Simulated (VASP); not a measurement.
Write the native input for VASP 6.6.1 that does the following.

```
Task                   : relaxation of cell and atoms
Functional             : PBE
Potentials or basis    : VASP PAW PBE potentials, release 64 (Tl_d, Ag, S)
Cutoff                 : 600 eV
k mesh                 : 4 × 4 × 4
Occupations            : gaussian, width 0.1 eV
Spin                   : no spin polarisation
Dipole correction      : no
Further INCAR settings : ALGO = Normal; EDIFF = 1e-07; IBRION = 2; EDIFFG = -0.04; NSW = 90; ISIF = 3
```

The structure of TlAgS2 lies in POSCAR:

```
TlAgS2
1.0
    4.4352094300      0.0000000000      0.0000000000
    0.0000000000      4.4352094300      0.0000000000
    0.0000000000      0.0000000000      6.2723333200
Tl Ag S
1 1 2
Direct
    0.5000000000      0.5000000000      0.5000000000
    0.0000000000      0.0000000000      0.0000000000
    0.5000000000      0.0000000000      0.2500000000
    0.0000000000      0.5000000000      0.7500000000
```

The input as run:

INCAR

```
SYSTEM = TlAgS2
  PREC = Accurate
  ENCUT = 600
  EDIFF = 1E-7
  ISMEAR = 0
  SIGMA = 0.1
  LREAL = .False.
  LASPH = .True.
  NELM = 60
  ALGO = Normal
  ISIF = 3
  LWAVE = .False.
  LCHARG = .False.
  GGA = PE
  IBRION = 2
  NSW = 90
  EDIFFG = -0.04
```

KPOINTS

```
Automatic mesh
0
Gamma
  4 4 4
  0 0 0
```

Potentials or basis: VASP PAW PBE potentials, release 64 (Tl_d, Ag, S).

Launch:

```bash
$ cat potpaw_PBE.64/Tl_d/POTCAR potpaw_PBE.64/Ag/POTCAR potpaw_PBE.64/S/POTCAR > POTCAR
$ mpirun -np 1 vasp_std > vasp.out
```

Results of the run:

```
Relaxed volume                        : 26.47 Å³/atom
Relaxed cell                          : a = 4.200 Å, b = 4.200 Å, c = 6.003 Å, α = 90.00°, β = 90.00°, γ = 90.00°
Space group after relaxing (to 0.1 Å) : P-4m2 (No. 115)
Energy gained by relaxing             : 77.8 meV/atom
Ionic steps                           : 5
Pressure after relaxing               : 0.1 GPa
Largest force after relaxing          : 0.005 eV/Å
Band gap on the k mesh                : zero (filled and empty bands touch)
```

Caveat: spin-orbit coupling is left out, which moves the levels of the heavy elements.

It took 98 s on 1 thread of AMD EPYC 9R45 96-Core Processor (Zen 5), with other jobs on the host, peak memory 0.26 GiB.
